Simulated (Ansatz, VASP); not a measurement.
# Two plane-wave programs on Nb

```
Nb
1.0
    -1.06888    1.71951    1.71951
     1.71951   -1.06888    1.71951
     1.71951    1.71951   -1.06888
Nb
1
Direct
  0.00000 0.00000 0.00000
```

Alike in both runs: task single point; functional PBEsol; k mesh 22 × 22 × 22; occupations gaussian, width 0.15 eV; no spin polarisation.

|  | VASP | Ansatz |
| --- | --- | --- |
| version | VASP 6.6.1 | Ansatz 0.2.0 |
| potentials or method | VASP PAW PBE potentials, release 64 (Nb_sv), cutoff 520 eV | scalar-relativistic, plane waves, PAW |
| valence electrons in the cell | 13 | 13 |

```tsv
	VASP	Ansatz	Ansatz less VASP
gap on the k mesh at the Fermi level (eV)	none	none	-
pressure (GPa)	4.2	4.4	+0.17
traceless stress, the component that is largest in VASP (GPa)	-9.33	-9.33	+0.005
```

VASP's potentials were made for PBE, not for PBEsol. A gap of «none» marks a metal or a gap that the smearing closes.
